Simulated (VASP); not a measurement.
# CaO (Pm-3m) in VASP: further runs, part 2 of 2

VASP 6.6.1. The steps go on from the part before.

### 3 Single point, PBE

This run uses another cell than the first one, of 12.24 Å³/atom, 1.111 times its volume.

Contents of INCAR:

```
  ALGO = Normal
  EDIFF = 1E-6
  ENCUT = 520
  GGA = PE
  ISIF = 2
  ISMEAR = 0
  LASPH = T
  LCHARG = F
  LREAL = F
  LWAVE = F
  NBANDS = 15
  NELM = 100
  PREC = Accurate
  SIGMA = 0.01
```

Contents of KPOINTS:

```
k-points
0
Gamma
  6 6 6
```

Contents of POSCAR:

```
CaO
1.0
    2.9032089634      0.0000000000      0.0000000000
    0.0000000000      2.9032089634      0.0000000000
    0.0000000000      0.0000000000      2.9032089634
Ca O
1 1
Direct
    0.0000000000      0.0000000000      0.0000000000
    0.5000000000      0.5000000000      0.5000000000
```

Potentials or basis: VASP PAW PBE potentials, release 64 (Ca_sv, O).

On the command line:

```
cat potpaw_PBE.64/Ca_sv/POTCAR potpaw_PBE.64/O/POTCAR > POTCAR
mpirun -np 1 vasp_std > vasp.out
```

Run time: 4.5 s. Hardware: 1 thread of AMD EPYC 9R45 (Zen 5), shared host; peak memory 0.11 GiB.

Results (log left out):

```
Free energy            : -11.8124 eV
Pressure               : 4.3 GPa
Band gap on the k mesh : 2.76 eV, indirect (least direct gap 3.06 eV)
```

Levels at points of the mesh, in eV from the valence-band top:
```csv
k point,band 6,band 7,band 8,band 9,band 10,band 11
"(0.00, 0.00, 0.00)",-0.30,-0.30,-0.30,2.76,2.76,5.23
"(0.50, 0.00, 0.00)",-3.81,-0.80,-0.80,3.75,7.18,8.15
"(0.50, 0.50, 0.00)",-2.12,-2.12,0.00,3.89,4.74,6.58
"(0.50, 0.50, 0.50)",-3.44,-3.44,-3.44,7.95,7.95,7.95
```

### 4 Single point, PBE (volume changed by -5%)

Contents of INCAR:

```
PREC = Accurate
ENCUT = 520
EDIFF = 1E-7
ISMEAR = 0
SIGMA = 0.01
LREAL = F
LASPH = T
NELM = 60
ALGO = Normal
ISIF = 2
LWAVE = F
LCHARG = F
GGA = PE
NBANDS = 15
```

Contents of KPOINTS:

```
Automatic mesh
0
Gamma
  6 6 6
```

Contents of POSCAR:

```
CaO
1.0
    2.8539925239      0.0000000000      0.0000000000
    0.0000000000      2.8539925239      0.0000000000
    0.0000000000      0.0000000000      2.8539925239
Ca O
1 1
Direct
    0.0000000000      0.0000000000      0.0000000000
    0.5000000000      0.5000000000      0.5000000000
```

On the command line:

```
cat potpaw_PBE.64/Ca_sv/POTCAR potpaw_PBE.64/O/POTCAR > POTCAR
mpirun -np 1 vasp_std > vasp.out
```

Wall time 4.6 s (1 thread of AMD EPYC 9R45 (Zen 5), shared host); peak memory 0.11 GiB.

It converged, with:

- Free energy: -11.7517 eV
- Pressure: 11.5 GPa
- Band gap on the k mesh: 2.73 eV, indirect (least direct gap 3.03 eV)

Levels at points of the mesh, in eV from the valence-band top:
| k point | band 6 | band 7 | band 8 | band 9 | band 10 | band 11 |
| --- | --- | --- | --- | --- | --- | --- |
| (0.00, 0.00, 0.00) | -0.30 | -0.30 | -0.30 | 2.73 | 2.73 | 5.84 |
| (0.50, 0.00, 0.00) | -3.96 | -0.87 | -0.87 | 3.79 | 7.50 | 8.47 |
| (0.50, 0.50, 0.00) | -2.16 | -2.16 | 0.00 | 4.00 | 4.92 | 6.76 |
| (0.50, 0.50, 0.50) | -3.67 | -3.67 | -3.67 | 8.30 | 8.30 | 8.30 |

Caveat: the cell differs from its parent crystal (volume changed by -5%). A k mesh can miss the band edges.

### 5 Single point, PBE (volume changed by +5%)

Contents of INCAR:

```
SYSTEM = CaO
PREC = Accurate
ENCUT = 520
EDIFF = 1E-6
ISMEAR = 0
SIGMA = 0.01
LREAL = .FALSE.
LASPH = .TRUE.
NELM = 60
ALGO = Normal
ISIF = 2
LWAVE = .FALSE.
LCHARG = .FALSE.
GGA = PE
NBANDS = 15
```

Contents of KPOINTS:

```
regular mesh
0
G
  6 6 6
  0 0 0
```

Contents of POSCAR:

```
CaO
1.0
    2.9508110134      0.0000000000      0.0000000000
    0.0000000000      2.9508110134      0.0000000000
    0.0000000000      0.0000000000      2.9508110134
Ca O
1 1
Direct
    0.0000000000      0.0000000000      0.0000000000
    0.5000000000      0.5000000000      0.5000000000
```

On the command line:

```
cat potpaw_PBE.64/Ca_sv/POTCAR potpaw_PBE.64/O/POTCAR > POTCAR
mpirun -np 1 vasp_std > vasp.out
```

It took 4.6 s on 1 thread of AMD EPYC 9R45 (Zen 5), shared host; peak memory 0.11 GiB.

Results (log left out):

- Free energy: -11.8249 eV
- Pressure: -1.2 GPa
- Band gap on the k mesh: 2.77 eV, indirect (least direct gap 3.08 eV)

Levels at points of the mesh, in eV from the valence-band top:
| k point | band 5 | band 6 | band 7 | band 8 | band 9 | band 10 | band 11 | band 12 |
| --- | --- | --- | --- | --- | --- | --- | --- | --- |
| (0.00, 0.00, 0.00) | -16.31 | -0.31 | -0.31 | -0.31 | 2.77 | 2.77 | 4.68 | 8.15 |
| (0.50, 0.00, 0.00) | -15.27 | -3.67 | -0.75 | -0.75 | 3.71 | 6.88 | 7.85 | 7.85 |
| (0.50, 0.50, 0.00) | -15.65 | -2.07 | -2.07 | 0.00 | 3.78 | 4.58 | 6.41 | 6.41 |
| (0.50, 0.50, 0.50) | -15.18 | -3.23 | -3.23 | -3.23 | 7.63 | 7.63 | 7.63 | 9.59 |

Caveat: the cell differs from its parent crystal (volume changed by +5%). A k mesh can miss the band edges.

### 6 Single point, PBE (volume changed by +10%)

Contents of INCAR:

```
ALGO = Normal
EDIFF = 1E-6
ENCUT = 520
GGA = PE
ISIF = 2
ISMEAR = 0
LASPH = T
LCHARG = F
LREAL = F
LWAVE = F
NBANDS = 15
NELM = 80
PREC = Accurate
SIGMA = 0.01
```

Contents of KPOINTS:

```
k-points
0
Gamma
  6 6 6
```

Contents of POSCAR:

```
CaO
1.0
    2.9969248839      0.0000000000      0.0000000000
    0.0000000000      2.9969248839      0.0000000000
    0.0000000000      0.0000000000      2.9969248839
Ca O
1 1
Direct
    0.0000000000      0.0000000000      0.0000000000
    0.5000000000      0.5000000000      0.5000000000
```

Potentials or basis: VASP PAW PBE potentials, release 64 (Ca_sv, O).

On the command line:

```
cat potpaw_PBE.64/Ca_sv/POTCAR potpaw_PBE.64/O/POTCAR > POTCAR
mpirun -np 1 vasp_std > vasp.out
```

OUTCAR:

```text
EDIFF = 1E-6
   ENCUT = 520
   GGA = PE
   ISIF = 2
   ISMEAR = 0
   LASPH = T
   LREAL = F
   NELM = 80
   PREC = Accurate

 ion  position               nearest neighbor table
   1  0.000  0.000  0.000-
   2  0.500  0.500  0.500-

  LATTYP: Found a simple cubic cell.
 ALAT       =     2.9969248839

  Lattice vectors:

 A1 = (   2.9969248839,   0.0000000000,   0.0000000000)
 A2 = (   0.0000000000,   2.9969248839,   0.0000000000)
[... 538 lines left out ...]

------------------------ aborting loop because EDIFF is reached ----------------------------------------

  FORCE on cell =-STRESS in cart. coord.  units (eV):
  Direction    XX          YY          ZZ          XY          YZ          ZX
  --------------------------------------------------------------------------------------
  -------------------------------------------------------------------------------------
  Total       -0.9222688     -0.9222688     -0.9222688      0.0000000      0.0000000      0.0000000
  in kB      -54.8959792    -54.8959792    -54.8959792      0.0000000      0.0000000      0.0000000
  external PRESSURE =     -54.8959792 kB  Pullay stress =       0.0000000 kB

 VOLUME and BASIS-vectors are now :
 -----------------------------------------------------------------------------
  energy-cutoff  :      520.00
  volume of cell :       26.92
      direct lattice vectors                 reciprocal lattice vectors
     2.996924884  0.000000000  0.000000000     0.333675363  0.000000000  0.000000000
     0.000000000  2.996924884  0.000000000     0.000000000  0.333675363  0.000000000
     0.000000000  0.000000000  2.996924884     0.000000000  0.000000000  0.333675363

 POSITION                                       TOTAL-FORCE (eV/Angst)
 -----------------------------------------------------------------------------------
      0.00000      0.00000      0.00000         0.000000      0.000000      0.000000
      1.49846      1.49846      1.49846         0.000000      0.000000      0.000000
 -----------------------------------------------------------------------------------
    total drift:                                0.000000      0.000000     -0.000000

  FREE ENERGIE OF THE ION-ELECTRON SYSTEM (eV)
  ---------------------------------------------------
  free  energy   TOTEN  =       -11.8000343042 eV

  energy  without entropy=      -11.8000343042  energy(sigma->0) =      -11.80003430
```

OSZICAR:

```text
N       E                     dE             d eps       ncg     rms          rms(c)
DAV:   1     0.119085032799E+03    0.11909E+03   -0.83581E+03   600   0.109E+03
DAV:   2    -0.873396870084E+01   -0.12782E+03   -0.11916E+03   712   0.281E+02
DAV:   3    -0.132665338496E+02   -0.45326E+01   -0.45002E+01   698   0.561E+01
DAV:   4    -0.133768338692E+02   -0.11030E+00   -0.11025E+00   891   0.767E+00
DAV:   5    -0.133776659359E+02   -0.83207E-03   -0.83207E-03   692   0.513E-01    0.819E+00
DAV:   6    -0.119026429460E+02    0.14750E+01   -0.38316E+00   663   0.196E+01    0.352E+00
DAV:   7    -0.118208370806E+02    0.81806E-01   -0.35031E-01   691   0.595E+00    0.173E+00
DAV:   8    -0.118008518562E+02    0.19985E-01   -0.92519E-02   740   0.310E+00    0.420E-01
DAV:   9    -0.117995961521E+02    0.12557E-02   -0.61702E-03   677   0.762E-01    0.103E-01
DAV:  10    -0.118000751885E+02   -0.47904E-03   -0.90313E-04   698   0.327E-01    0.601E-02
DAV:  11    -0.118000301453E+02    0.45043E-04   -0.93921E-05   693   0.130E-01    0.109E-02
DAV:  12    -0.118000342008E+02   -0.40554E-05   -0.13007E-05   735   0.344E-02    0.451E-03
DAV:  13    -0.118000343042E+02   -0.10341E-06   -0.81371E-07   517   0.889E-03
   1 F= -.11800034E+02 E0= -.11800034E+02  d E =-.210648-152
```

stdout:

```text
POSCAR found type information on POSCAR CaO
 POSCAR found :  2 types and       2 ions
 scaLAPACK will be used
 LDA part: xc-table for (Slater+PW92), standard interpolation
 POSCAR, INCAR and KPOINTS ok, starting setup
 FFT: planning ... GRIDC
 FFT: planning ... GRID_SOFT
 FFT: planning ... GRID
 WAVECAR not read
 entering main loop
```

It took 5 s on 1 thread of AMD EPYC 9R45 (Zen 5), shared host; peak memory 0.11 GiB.

Results:

```yaml
Free_energy: -11.8000 eV
Pressure: -5.5 GPa
Band_gap_on_the_k_mesh: 2.77 eV, indirect (least direct gap 3.09 eV)
```

Caveat: the cell differs from its parent crystal (volume changed by +10%).

### 7 Summary

| cell | gap on the mesh (eV) | pressure (GPa) |
| --- | --- | --- |
| a = 2.803 Å, 2 atoms | 2.69 | 20.8 |
| a = 2.903 Å, 2 atoms | 2.76 | 4.3 |
| a = 2.854 Å, 2 atoms | 2.73 | 11.5 |
| a = 2.951 Å, 2 atoms | 2.77 | -1.2 |
| a = 2.997 Å, 2 atoms | 2.77 | -5.5 |

Alike in all rows: task single point; level PBE; potentials or basis VASP PAW PBE potentials, release 64 (Ca_sv, O); no spin polarisation; k mesh 6 × 6 × 6; cutoff (eV) 520; smearing gaussian 0.01 eV.

Total energies depend on the potentials used, so only differences within one code and one set of settings carry meaning.
